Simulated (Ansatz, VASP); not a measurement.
**One calculation of AlNi, two programs**

INCAR

```
PREC = Accurate
ENCUT = 520
EDIFF = 1E-7
ISMEAR = 0
SIGMA = 0.15
LREAL = False
LASPH = True
NELM = 100
ALGO = Fast
ISIF = 2
LWAVE = False
LCHARG = False
GGA = PS
NBANDS = 28
```

KPOINTS

```
Automatic mesh
0
Gamma
  15 15 5
```

POSCAR

```
AlNi
1.0
    0.0000000000     -2.8618233747      0.0000000000
    0.0000000000      0.0000000000     -2.8618233747
   10.5854701242     -0.7154558437     -0.7154558437
Al Ni
3 3
Direct
    0.9831028798     -0.0168971202      0.0675884807
    0.9155143991     -0.0844856009      0.3379424037
    0.8479259183     -0.1520740817      0.6082963267
    0.3141316779      0.3141316779      0.7434732882
    0.4493086394      0.4493086394      0.2027654422
    0.3817201587      0.3817201587      0.4731193652
```

Input for Ansatz:

```yaml
crystal:
  lattice:
    - [0.0, -2.8618233747, 0.0]
    - [0.0, 0.0, -2.8618233747]
    - [10.5854701242, -0.7154558437, -0.7154558437]
  atoms:
    - { symbol: Al, position: [0.9831028798, -0.0168971202, 0.0675884807] }
    - { symbol: Al, position: [0.9155143991, -0.0844856009, 0.3379424037] }
    - { symbol: Al, position: [0.8479259183, -0.1520740817, 0.6082963267] }
    - { symbol: Ni, position: [0.3141316779, 0.3141316779, 0.7434732882] }
    - { symbol: Ni, position: [0.4493086394, 0.4493086394, 0.2027654422] }
    - { symbol: Ni, position: [0.3817201587, 0.3817201587, 0.4731193652] }
basis:
  ecutwfc: 520.0
kpoints:
  mp_grid: { grid: [15, 15, 5] }
hamiltonian:
  xc: pbesol
  pseudopotentials: { kind: paw, azcp: { folder: soft_1 } }
scf:
  occupations: { method: gaussian, width: 0.15 }
output:
  forces: true
  stress: true
  eigenvalues: true
  write_density: true
  write_potential: true
  elf: true
  volumetric_format: npy
```

Alike in both runs: task single point; functional PBEsol; k mesh 15 × 15 × 5; occupations gaussian, width 0.15 eV; no spin polarisation.

```csv
,VASP,Ansatz
version,VASP 6.6.1,Ansatz 0.2.0
potentials or method,"VASP PAW PBE potentials, release 64 (Al, Ni), cutoff 520 eV","scalar-relativistic, plane waves, PAW"
valence electrons in the cell,39,63
```

```csv
,VASP,Ansatz,Ansatz less VASP
gap on the k mesh at the Fermi level (eV),none,none,-
pressure (GPa),-5.9,-6.1,-0.20
"traceless stress, the component that is largest in VASP (GPa)",-0.43,-0.42,+0.016
rms of the force components (eV/Å),0.259,0.261,+0.0023
```

VASP's potentials were made for PBE, not for PBEsol, and Ansatz warns of the same on its side. Atom by atom the forces differ by 0.005 eV/Å (rms over components). A gap of «none» marks a metal or a gap that the smearing closes. The functional is the same, so the differences come from potentials, cutoffs and numerics. VASP's potentials hold 39 valence electrons a cell and Ansatz's 63, so a difference there can come from the potentials and not from the codes.
